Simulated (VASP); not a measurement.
# TaN (Cm) in VASP: single point with r2SCAN

Aim: the single point of TaN with r2SCAN.

Everything below comes from runs of VASP 6.6.1. Logs are shortened: lines on timing, memory, paths and dates and some standing lists are left out, and cuts for length are marked.

## Step 1: The cell of the first run

It takes space group Cm (No. 8, monoclinic). The conventional cell has a = 5.089 Å, b = 2.938 Å, c = 2.883 Å, α = 90.00°, β = 90.00°, γ = 90.00°. Ta (site symmetry m) has 6 N at 2.13 to 2.37 Å and 8 Ta at 2.88 to 2.94 Å within 3.0 Å. N (site symmetry m) has 6 Ta at 2.13 to 2.37 Å and 8 N at 2.88 to 2.94 Å within 3.0 Å.

## Step 2: Single point, r2SCAN (atom 2 (N) moved by (-0.100, -0.100) A along y and z)

POSCAR

```
TaN
1.0
    2.9379988584      0.0000000000      0.0000000000
   -1.4689994292      2.5443816477      0.0000000000
    0.0000000000      0.0000000000      2.8830000000
Ta N
1 1
Direct
    0.3333333333      0.6666666667      0.5000000000
   -0.0196511400     -0.0393022800     -0.0346860909
```

INCAR.step1

```
SYSTEM = TaN
  ALGO = Normal
  EDIFF = 1E-4
  ENCUT = 520
  GGA = PE
  ISMEAR = 0
  LASPH = .True.
  LCHARG = .False.
  LREAL = .False.
  LWAVE = .True.
  NBANDS = 15
  NELM = 100
  PREC = Accurate
  SIGMA = 0.15
```

INCAR.step2

```
SYSTEM = TaN
  ALGO = Normal
  EDIFF = 1E-6
  ENCUT = 520
  ISIF = 2
  ISMEAR = 0
  ISTART = 1
  LASPH = .True.
  LCHARG = .True.
  LELF = .True.
  LMIXTAU = .True.
  LREAL = .False.
  LVHAR = .True.
  LWAVE = .False.
  METAGGA = R2SCAN
  NBANDS = 15
  NELM = 100
  PREC = Accurate
  SIGMA = 0.15
```

KPOINTS

```
k-points
0
Gamma
  18 18 16
  0 0 0
```

Potentials or basis: VASP PAW PBE potentials, release 64 (Ta_pv, N).

The run is started by

```sh
cat potpaw_PBE.64/Ta_pv/POTCAR potpaw_PBE.64/N/POTCAR > POTCAR
cp INCAR.step1 INCAR
mpirun -np 1 vasp_std > vasp.out
cp INCAR.step2 INCAR
mpirun -np 1 vasp_std > vasp.out
```

OUTCAR:

```text
SYSTEM = TaN
   EDIFF = 1E-6
   ENCUT = 520
   ISIF = 2
   ISMEAR = 0
   ISTART = 1
   LASPH = .True.
   LREAL = .False.
   METAGGA = R2SCAN
   NELM = 100
   PREC = Accurate

 ion  position               nearest neighbor table
   1  0.333  0.667  0.500-   2 2.13   2 2.13   2 2.24   2 2.26   2 2.26   2 2.37
   2  0.980  0.961  0.965-   1 2.13   1 2.13   1 2.24   1 2.26   1 2.26   1 2.37

  LATTYP: Found a hexagonal cell.
 ALAT       =     2.9379988584
 C/A-ratio  =     0.9812801635

  Lattice vectors:

 A1 = (   2.9379988584,   0.0000000000,   0.0000000000)
 A2 = (  -1.4689994292,   2.5443816477,   0.0000000000)
 A3 = (   0.0000000000,   0.0000000000,   2.8830000000)

Analysis of symmetry for initial positions (statically):
=====================================================================
 Subroutine PRICEL returns:
 Original cell was already a primitive cell.

 Routine SETGRP: Setting up the symmetry group for a
 hexagonal supercell.

 Subroutine GETGRP returns: Found  2 space group operations
 (whereof  2 operations were pure point group operations)
 out of a pool of 24 trial point group operations.

The static configuration has the point symmetry C_1h.

Analysis of symmetry for dynamics (positions and initial velocities):
=====================================================================
 Subroutine PRICEL returns:
 Original cell was already a primitive cell.

 Routine SETGRP: Setting up the symmetry group for a
 hexagonal supercell.

 Subroutine GETGRP returns: Found  2 space group operations
 (whereof  2 operations were pure point group operations)
 out of a pool of 24 trial point group operations.

The dynamic configuration has the point symmetry C_1h.

 Subroutine INISYM returns: Found  2 space group operations
 (whereof  2 operations are pure point group operations),
 and found     1 'primitive' translations

----------------------------------------------------------------------------------------

                                     Primitive cell

  volume of cell :      21.5516

  direct lattice vectors                    reciprocal lattice vectors
     2.937998858  0.000000000  0.000000000     0.340367729  0.196511400  0.000000000
    -1.468999429  2.544381648  0.000000000     0.000000000  0.393022800  0.000000000
     0.000000000  0.000000000  2.883000000     0.000000000  0.000000000  0.346860909

  length of vectors
     2.937998858  2.937998858  2.883000000     0.393022800  0.393022800  0.346860909

  position of ions in fractional coordinates (direct lattice)
     0.333333333  0.666666667  0.500000000
     0.980348860  0.960697720  0.965313909

[... 90 lines left out ...]
   EFERMI =   0.00;   METHOD = LEGACY
   ISMEAR =     0;   SIGMA  =   0.15  broadening in eV -4-tet -1-fermi 0-gaus
   EFERMI_NEDOS =   21; number of points for ismear=-14 and -15
   IALGO  =     38    algorithm
   IMIX   =      4    mixing-type and parameters
     AMIX     =   0.40;   BMIX     =  1.00
     AMIX_MAG =   1.60;   BMIX_MAG =  1.00
  volume/ion in A,a.u.               =      10.78        72.72
  Fermi-wavevector in a.u.,A,eV,Ry     =   1.482366  2.801265 29.897546  2.197408
  Thomas-Fermi vector in A             =   2.596161
   LORBIT       =      0    0 simple, 1 ext, 2 COOP (PROOUT), +10 PAW based schemes
   METAGGA = R2SCAN    functional components
   LHFCALC =     F    Hartree Fock is set to
   AEXX    =    0.0000 exact exchange contribution
   IVDW    =     0    specifies the selected vdW correction
   LEPSILON=     F    determine dielectric tensor
   LRPA    =     F    only Hartree local field effects (RPA)
 non-spin polarized calculation
 Gauss-broadening in eV      SIGMA  =   0.15
  energy-cutoff  :      520.00
  volume of cell :       21.55
 maximum number of plane-waves:       605
 NGX is ok and might be reduce to    24
   NGX = 11   NGY = 11   NGZ = 11

 number of electron      16.0000002 magnetization

 Free energy of the ion-electron system (eV)
  ---------------------------------------------------
  ext. energy  EPLUGINS =         0.00000000
  ---------------------------------------------------
  free energy    TOTEN  =       -60.25629594 eV

  energy without entropy =      -60.25571709  energy(sigma->0) =      -60.25600652

 E-fermi :   8.2423     XC(G=0): -14.3376

 val. band max:        8.2168755091   @ k =   0.0000   0.0000   0.4375
 cond. band min:       8.2716823226   @ k =   0.0556   0.0000   0.5000
 fundamental gap:      0.0548068135
 Fermi energy:         8.2423267689

 k-point     1 :       0.0000    0.0000    0.0000
  band No.  band energies     occupation
      1     -27.9079      2.00000
      2     -27.6476      2.00000
      3     -27.6441      2.00000
      4     -10.5911      2.00000
      5       3.0990      2.00000
      6       3.4376      2.00000
      7       3.5709      2.00000
      8       5.5062      2.00000
      9      10.4834      0.00000
     10      11.3395      0.00000
     11      12.3669      0.00000
     12      12.5664      0.00000
     13      12.9450      0.00000
     14      18.8834      0.00000
[... 401 lines left out ...]
      2     -27.8626      2.00000
      3     -27.6984      2.00000
      4     -10.1366      2.00000
      5       2.1911      2.00000
      6       3.4954      2.00000
      7       3.9131      2.00000
      8       5.0777      2.00000
      9      10.5740      0.00000
     10      11.6849      0.00000
     11      12.2537      0.00000
     12      13.0677      0.00000
     13      13.3432      0.00000
     14      18.8837      0.00000
     15      22.3993      0.00000

 [... further k-points ...]

------------------------ aborting loop because EDIFF is reached ----------------------------------------

  FORCE on cell =-STRESS in cart. coord.  units (eV):
  Direction    XX          YY          ZZ          XY          YZ          ZX
  --------------------------------------------------------------------------------------
  -------------------------------------------------------------------------------------
  Total        0.6788607      0.3754490      0.9197115      0.0000000      0.4324856      0.0000000
  in kB       50.4676120     27.9114878     68.3728495      0.0000000     32.1516803      0.0000000
  external PRESSURE =      48.9173164 kB  Pullay stress =       0.0000000 kB

 VOLUME and BASIS-vectors are now :
 -----------------------------------------------------------------------------
  energy-cutoff  :      520.00
  volume of cell :       21.55
      direct lattice vectors                 reciprocal lattice vectors
     2.937998858  0.000000000  0.000000000     0.340367729  0.196511400  0.000000000
    -1.468999429  2.544381648  0.000000000     0.000000000  0.393022800  0.000000000
     0.000000000  0.000000000  2.883000000     0.000000000  0.000000000  0.346860909

 POSITION                                       TOTAL-FORCE (eV/Angst)
 -----------------------------------------------------------------------------------
     -0.00000      1.69625      1.44150         0.000000     -1.310590     -1.507102
      1.46900      2.44438      2.78300         0.000000      1.310590      1.507102
 -----------------------------------------------------------------------------------
    total drift:                                0.000000     -0.000156     -0.000059

  FREE ENERGIE OF THE ION-ELECTRON SYSTEM (eV)
  ---------------------------------------------------
  free  energy   TOTEN  =       -60.2562959408 eV

  energy  without entropy=      -60.2557170897  energy(sigma->0) =      -60.25600652
```

OSZICAR.step1:

```text
N       E                     dE             d eps       ncg     rms          rms(c)
DAV:   1     0.915527385281E+02    0.91553E+02   -0.86372E+03 41402   0.113E+03
DAV:   2    -0.220933916906E+02   -0.11365E+03   -0.10712E+03 50274   0.306E+02
DAV:   3    -0.248578346877E+02   -0.27644E+01   -0.27524E+01 46886   0.454E+01
DAV:   4    -0.248692963252E+02   -0.11462E-01   -0.11459E-01 54362   0.317E+00
DAV:   5    -0.248693692034E+02   -0.72878E-04   -0.72875E-04 47418   0.234E-01    0.240E+01
DAV:   6    -0.223871939983E+02    0.24822E+01   -0.41053E+00 54658   0.240E+01    0.101E+01
DAV:   7    -0.223306170770E+02    0.56577E-01   -0.59244E-01 45850   0.625E+00    0.709E+00
DAV:   8    -0.223109645260E+02    0.19653E-01   -0.15232E-01 52045   0.334E+00    0.165E+00
DAV:   9    -0.223026324375E+02    0.83321E-02   -0.16832E-02 46046   0.110E+00    0.192E-01
DAV:  10    -0.223027012736E+02   -0.68836E-04   -0.12185E-03 50421   0.389E-01    0.977E-02
DAV:  11    -0.223026331058E+02    0.68168E-04   -0.78560E-05 27312   0.992E-02
   1 F= -.22302633E+02 E0= -.22302208E+02  d E =-.849349E-03
```

Run time: 8.1 min. Hardware: 1 thread of Intel Xeon 6975P-C (Granite Rapids), shared host; peak memory 0.53 GiB.

Results:

```yaml
Free_energy: -60.2563 eV
Pressure: 4.9 GPa
Largest_force: 1.997 eV/Å
Band_gap_on_the_k_mesh: zero (bands 8 and 9 overlap by 0.27 eV)
```

Forces in eV/Å, atoms in the order of the input:
```
Ta   0.000 -1.311 -1.507
N    0.000  1.311  1.507
```

Caveat: the cell differs from its parent crystal (atom 2 (N) moved by (-0.100, -0.100) A along y and z); the cell stands under pressure; the PAW data sets were made with another functional, which shifts forces and pressure a little; spin-orbit coupling is left out, which moves the levels of the heavy elements.
